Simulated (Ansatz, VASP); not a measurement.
## Two plane-wave programs on AlSi2B4

```
Al Si B
1.0
     3.15541   -3.17282   -0.07392
     3.15541    3.17282   -0.07392
    -3.01863    0.00000    3.59921
Al Si B
1 2 4
Cartesian
  0.0000 0.0000 0.0000
  3.1845 0.0000 1.0296
  0.1077 0.0000 2.4218
  1.5777 1.5864 -0.0370
  1.6461 1.5845 1.7257
  1.5777 -1.5864 -0.0370
  1.6461 -1.5845 1.7257
```

Change from the starting cell: species swapped into the Nd2CuO4 type (C2/m, No. 12).

Alike in both runs: functional PBE; k mesh 6 × 6 × 4; occupations gaussian, width 0.1 eV; no spin polarisation.

Ansatz relaxed the structure, and its values are those at the end. VASP's run is a single point on that final structure, the one shown.

|  | VASP | Ansatz |
| --- | --- | --- |
| version | VASP 6.6.1 | Ansatz 0.2.0 |
| potentials or method | VASP PAW PBE potentials, release 64 (Al, Si, B), cutoff 520 eV | scalar-relativistic, plane waves, PAW |
| valence electrons in the cell | 23 | 23 |

VASP gave:

- gap on the k mesh at the Fermi level (eV): none
- pressure (GPa): -0.2
- rms of the force components (eV/Å): 0.008

Question: Which values does Ansatz return?

Answer: gap on the k mesh at the Fermi level (eV): none; pressure (GPa): -0.1; rms of the force components (eV/Å): 0.003.

A gap of «none» marks a metal or a gap that the smearing closes. The functional is the same, so the differences come from potentials, cutoffs and numerics.

The k mesh is coarse, so the values compare programs but aren't converged.
